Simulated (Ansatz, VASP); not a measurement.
**Sr2AlO in VASP and in Ansatz**

```
Sr Al O
1.0
     5.63822    0.00000    0.00000
    -2.81911    4.88284    0.00000
     0.00000    0.00000    3.65801
Sr Al O
2 1 1
Direct
  0.33333 0.66667 0.50000
  0.66667 0.33333 0.50000
  0.00000 0.00000 0.00000
  0.00000 0.00000 0.50000
```

Alike in both runs: task single point; functional PBE; k mesh 6 × 6 × 6; occupations gaussian, width 0.1 eV; collinear spin.

|  | VASP | Ansatz |
| --- | --- | --- |
| version | VASP 6.6.1 | Ansatz 0.2.0 |
| potentials or method | VASP PAW PBE potentials, release 64 (Sr_sv, Al, O), cutoff 520 eV | scalar-relativistic, plane waves, PAW |
| valence electrons in the cell | 29 | 29 |

Ansatz gave:

```
gap on the k mesh at the Fermi level (eV)                     : none
pressure (GPa)                                                : -0.2
traceless stress, the component that is largest in VASP (GPa) : -0.11
net moment per atom (μB)                                      : 0.00
```

Problem. Estimate VASP's values.

Solution. gap on the k mesh at the Fermi level (eV): none; pressure (GPa): -0.1; traceless stress, the component that is largest in VASP (GPa): -0.07; net moment per atom (μB): 0.00.

A gap of «none» marks a metal or a gap that the smearing closes. Ansatz's warnings: seeded moment not kept.
